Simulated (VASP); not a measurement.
A run of VASP 6.6.1 is set up as follows.

INCAR

```
SYSTEM = SrC2
PREC = Accurate ; ENCUT = 520
EDIFF = 1E-6 ; ISMEAR = 0
SIGMA = 0.01 ; LREAL = .False.
LASPH = .True. ; NELM = 60
ALGO = Normal ; ISIF = 2
LWAVE = .False. ; LCHARG = .False.
GGA = PS ; IVDW = 13
NBANDS = 16
```

Contents of KPOINTS:

```
regular mesh
0
Gamma
  6 6 6
  0 0 0
```

The input POSCAR:

```
SrC2
1.0
    2.5667019463      1.4818848839      2.3519001130
   -2.5667019463      1.4818848839      2.3519001130
    0.0000000000     -2.9637697677      2.3519001130
Sr C
1 2
Direct
    0.0000000000      0.0000000000      0.0000000000
    0.5915600000      0.5915600000      0.5915600000
    0.4084400000      0.4084400000      0.4084400000
```

Potentials or basis: VASP PAW PBE potentials, release 64 (Sr_sv, C).

The run is started by

```sh
$ cat potpaw_PBE.64/Sr_sv/POTCAR potpaw_PBE.64/C/POTCAR > POTCAR
$ mpirun -np 1 vasp_std > vasp.out
```

**Question.** What does it give for the pressure?

**Answer.** -7.6 GPa.

**Question.** What does it give for the dispersion energy per atom?

**Answer.** -0.081 eV.

Stress tensor (GPa, compression positive):
```
 -5.43   0.00   0.00
  0.00  -5.43   0.00
  0.00   0.00 -11.93
```

Caveat: the PAW data sets were made with another functional, which shifts forces and pressure a little.
